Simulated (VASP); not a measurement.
# ZnO (P6_3/mmc) in VASP: a series of runs, part 3 of 3

VASP 6.6.1. Earlier steps stand in the parts before.

### Step 6. Single point, PBE

This run uses another cell than the first one, of 16.69 Å³/atom, 1.042 times its volume.

The input, INCAR:

```
PREC = Accurate
ENCUT = 520
EDIFF = 1E-7
ISMEAR = -1
SIGMA = 0.05
LREAL = False
LASPH = True
NELM = 80
ALGO = Normal
ISIF = 2
LWAVE = False
LCHARG = False
GGA = PE
NBANDS = 26
```

The input, KPOINTS:

```
Automatic mesh
0
Gamma
  9 9 4
```

The input, POSCAR:

```
ZnO
1.0
    3.2879671587      0.0000000000      0.0000000000
   -1.6439835793      2.8474630862      0.0000000000
    0.0000000000      0.0000000000      7.1304413500
Zn O
2 2
Direct
    0.0000000000      0.0000000000      0.2500000000
    0.0000000000      0.0000000000      0.7500000000
    0.6666666667      0.3333333333      0.7500000000
    0.3333333333      0.6666666667      0.2500000000
```

Potentials or basis: VASP PAW PBE potentials, release 64 (Zn, O).

Command:

```bash
$ cat potpaw_PBE.64/Zn/POTCAR potpaw_PBE.64/O/POTCAR > POTCAR
$ mpirun -np 1 vasp_std > vasp.out
```

OUTCAR:

```text
PREC = Accurate
   ENCUT = 520
   EDIFF = 1E-7
   ISMEAR = -1
   LREAL = False
   LASPH = True
   NELM = 80
   ISIF = 2
   GGA = PE

 ion  position               nearest neighbor table
   1  0.000  0.000  0.250-   4 1.90   4 1.90   4 1.90
   2  0.000  0.000  0.750-   3 1.90   3 1.90   3 1.90
   3  0.667  0.333  0.750-   2 1.90   2 1.90   2 1.90
   4  0.333  0.667  0.250-   1 1.90   1 1.90   1 1.90

  LATTYP: Found a hexagonal cell.
 ALAT       =     3.2879671587
 C/A-ratio  =     2.1686473757

  Lattice vectors:

 A1 = (   3.2879671587,   0.0000000000,   0.0000000000)
 A2 = (  -1.6439835793,   2.8474630862,   0.0000000000)
 A3 = (   0.0000000000,   0.0000000000,   7.1304413500)

Analysis of symmetry for initial positions (statically):
=====================================================================
 Subroutine PRICEL returns:
 Original cell was already a primitive cell.

 Routine SETGRP: Setting up the symmetry group for a
 hexagonal supercell.

 Subroutine GETGRP returns: Found 24 space group operations
 (whereof 12 operations were pure point group operations)
 out of a pool of 24 trial point group operations.

The static configuration has the point symmetry D_3d.
 The point group associated with its full space group is D_6h.

Analysis of symmetry for dynamics (positions and initial velocities):
=====================================================================
 Subroutine PRICEL returns:
 Original cell was already a primitive cell.

 Routine SETGRP: Setting up the symmetry group for a
 hexagonal supercell.

 Subroutine GETGRP returns: Found 24 space group operations
 (whereof 12 operations were pure point group operations)
 out of a pool of 24 trial point group operations.

The dynamic configuration has the point symmetry D_3d.
 The point group associated with its full space group is D_6h.

[... 111 lines left out ...]
   TEBEG  =    0.0;   TEEND  =   0.0 temperature during run
   PSTRESS=    0.0 pullay stress
   NELECT =      36.0000    total number of electrons
   NUPDOWN=      -1.0000    fix difference up-down
   EMIN   =  10.00;   EMAX   =-10.00  energy-range for DOS
   EFERMI =   0.00;   METHOD = LEGACY
   ISMEAR =    -1;   SIGMA  =   0.05  broadening in eV -4-tet -1-fermi 0-gaus
   EFERMI_NEDOS =   21; number of points for ismear=-14 and -15
   IALGO  =     38    algorithm
   IMIX   =      4    mixing-type and parameters
     AMIX     =   0.40;   BMIX     =  1.00
     AMIX_MAG =   1.60;   BMIX_MAG =  1.00
  volume/ion in A,a.u.               =      16.69       112.63
  Fermi-wavevector in a.u.,A,eV,Ry     =   1.332524  2.518105 24.158775  1.775620
  Thomas-Fermi vector in A             =   2.461452
   LORBIT       =      0    0 simple, 1 ext, 2 COOP (PROOUT), +10 PAW based schemes
   GGA     = PE    functional components
   LHFCALC =     F    Hartree Fock is set to
   AEXX    =    0.0000 exact exchange contribution
   IVDW    =     0    specifies the selected vdW correction
   LEPSILON=     F    determine dielectric tensor
   LRPA    =     F    only Hartree local field effects (RPA)
 non-spin polarized calculation
  energy-cutoff  :      520.00
  volume of cell :       66.76
 maximum number of plane-waves:      1824
   NGX = 13   NGY = 13   NGZ = 27

 number of electron      36.0000026 magnetization

 Free energy of the ion-electron system (eV)
  ---------------------------------------------------
  ext. energy  EPLUGINS =         0.00000000
  ---------------------------------------------------
  free energy    TOTEN  =       -16.96707742 eV

  energy without entropy =      -16.96707140  energy(sigma->0) =      -16.96707441

 E-fermi :  -0.2809     XC(G=0):  -8.9274

 val. band max:       -0.7616334401   @ k =   0.0000   0.0000   0.0000
 cond. band min:       0.0626822375   @ k =   0.0000   0.0000   0.0000
 fundamental gap:      0.8243156776
 Fermi energy:        -0.2808703362

 k-point     1 :       0.0000    0.0000    0.0000
  band No.  band energies     occupation
      1     -18.2243      2.00000
      2     -18.1438      2.00000
      3      -6.8689      2.00000
      4      -6.8689      2.00000
      5      -6.8544      2.00000
      6      -6.8544      2.00000
[... 685 lines left out ...]
     25       9.0691      0.00000
     26       9.5183      0.00000

 [... further k-points ...]
[... 5 lines left out ...]
  --------------------------------------------------------------------------------------
  -------------------------------------------------------------------------------------
  Total        0.0008654      0.0008654      0.0843354      0.0000000      0.0000000      0.0000000
  in kB        0.0207693      0.0207693      2.0240365      0.0000000      0.0000000      0.0000000
  external PRESSURE =       0.6885250 kB  Pullay stress =       0.0000000 kB

 VOLUME and BASIS-vectors are now :
 -----------------------------------------------------------------------------
  energy-cutoff  :      520.00
  volume of cell :       66.76
      direct lattice vectors                 reciprocal lattice vectors
     3.287967159  0.000000000  0.000000000     0.304139291  0.175594901  0.000000000
    -1.643983579  2.847463086  0.000000000     0.000000000  0.351189803  0.000000000
     0.000000000  0.000000000  7.130441350     0.000000000  0.000000000  0.140243773

 POSITION                                       TOTAL-FORCE (eV/Angst)
 -----------------------------------------------------------------------------------
      0.00000      0.00000      1.78261        -0.000000      0.000000     -0.000000
      0.00000      0.00000      5.34783         0.000000     -0.000000      0.000000
      1.64398      0.94915      5.34783         0.000000     -0.000000     -0.000000
     -0.00000      1.89831      1.78261        -0.000000      0.000000      0.000000
 -----------------------------------------------------------------------------------
    total drift:                               -0.000000      0.000000      0.000000

  FREE ENERGIE OF THE ION-ELECTRON SYSTEM (eV)
  ---------------------------------------------------
  free  energy   TOTEN  =       -16.9670774172 eV

  energy  without entropy=      -16.9670713996  energy(sigma->0) =      -16.96707441
```

stdout:

```text
POSCAR found type information on POSCAR ZnO
 POSCAR found :  2 types and       4 ions
 scaLAPACK will be used
 LDA part: xc-table for (Slater+PW92), standard interpolation
 POSCAR, INCAR and KPOINTS ok, starting setup
 FFT: planning ... GRIDC
 FFT: planning ... GRID_SOFT
 FFT: planning ... GRID
 WAVECAR not read
 entering main loop
```

Wall time 47 s (1 thread of Intel Xeon 6975P-C, shared host); peak memory 0.21 GiB.

Results:

```yaml
Free_energy: -16.9671 eV
Pressure: 0.1 GPa
Band_gap_on_the_k_mesh: 0.82 eV, direct
```

Stress tensor (GPa, compression positive):
```
0.00 0.00 0.00
0.00 0.00 0.00
0.00 0.00 0.20
```

Levels at points of the mesh, in eV from the valence-band top:
```tsv
k point	band 15	band 16	band 17	band 18	band 19	band 20	band 21	band 22
(0.00, 0.00, 0.00)	-0.01	-0.01	0.00	0.00	0.82	3.36	5.17	10.94
(0.00, 0.00, 0.50)	0.00	0.00	0.00	0.00	1.93	1.93	7.26	7.26
```

A k mesh can miss the band edges.

### Step 7. Summary

```tsv
level	potentials or basis	cell	gap on the mesh (eV)	pressure (GPa)
PBEsol	VASP PAW PBE potentials, release 64 (Zn, O)	a = 3.244, b = 3.244, c = 7.034 Å, angles 90.0, 90.0, 120.0°, 4 atoms	0.75	-0.1
LDA	VASP PAW LDA potentials, release 64 (Zn, O)	a = 3.266, b = 3.266, c = 7.083 Å, angles 90.0, 90.0, 120.0°, 4 atoms	0.76	-5.8
PBEsol	VASP PAW PBE potentials, release 64 (Zn, O)	a = 3.266, b = 3.266, c = 7.083 Å, angles 90.0, 90.0, 120.0°, 4 atoms	0.75	-2.1
LDA	VASP PAW LDA potentials, release 64 (Zn, O)	a = 3.288, b = 3.288, c = 7.130 Å, angles 90.0, 90.0, 120.0°, 4 atoms	0.76	-7.4
PBE	VASP PAW PBE potentials, release 64 (Zn, O)	a = 3.288, b = 3.288, c = 7.130 Å, angles 90.0, 90.0, 120.0°, 4 atoms	0.82	0.1
```

Alike in all rows: task single point; no spin polarisation; k mesh 9 × 9 × 4; cutoff (eV) 520; smearing fermi-dirac 0.05 eV.

Caveats: the PAW data sets were made with another functional, which shifts forces and pressure a little (some runs).

Total energies depend on the potentials used, so only differences within one code and one set of settings carry meaning.
